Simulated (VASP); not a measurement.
Input of a VASP 6.6.1 run:

INCAR

```
SYSTEM = ZrH5
ALGO = Normal
EDIFF = 1E-6
ENCUT = 520
GGA = PE
ISIF = 2
ISMEAR = 0
LASPH = .TRUE.
LCHARG = .FALSE.
LREAL = .FALSE.
LWAVE = .FALSE.
NBANDS = 18
NELM = 100
PREC = Accurate
SIGMA = 0.1
```

KPOINTS

```
k-points
0
G
  10 10 8
  0 0 0
```

Contents of POSCAR:

```
ZrH5
1.0
    1.7294449862     -2.8274933229      0.0053220062
    1.7294449862      2.8274933229      0.0053220062
   -0.0349125595      0.0000000000      4.1316889228
Zr H
1 5
Direct
    0.6624919722      0.6624919722      0.4346668478
    0.3134268475      0.9891655525      0.2545638143
    0.9891655525      0.3134268475      0.2545638143
    0.6513865215      0.6513865215      0.9473014828
    0.0666437005      0.2359746857      0.7175975254
    0.2359746857      0.0666437005      0.7175975254
```

Potentials or basis: VASP PAW PBE potentials, release 64 (Zr_sv, H).

Run with:

```sh
$ cat potpaw_PBE.64/Zr_sv/POTCAR potpaw_PBE.64/H/POTCAR > POTCAR
$ mpirun -np 1 vasp_std > vasp.out
```

Problem. Estimate the pressure.

Solution. -0.1 GPa.

Problem. What does it give for the band gap on the k mesh?

Solution. Zero (an odd number of electrons rules out a gap without spin polarisation).

Problem. Estimate the largest force.

Solution. 0.006 eV/Å.

Forces in eV/Å, atoms in the order of the input:
```
Zr  -0.002  0.000  0.003
H    0.001 -0.003 -0.004
H    0.001  0.003 -0.004
H    0.001  0.000 -0.001
H    0.000 -0.005  0.003
H    0.000  0.005  0.003
```

Caveat: an odd number of electrons without spin polarisation forces a metal; a magnetic or distorted state may lie lower.
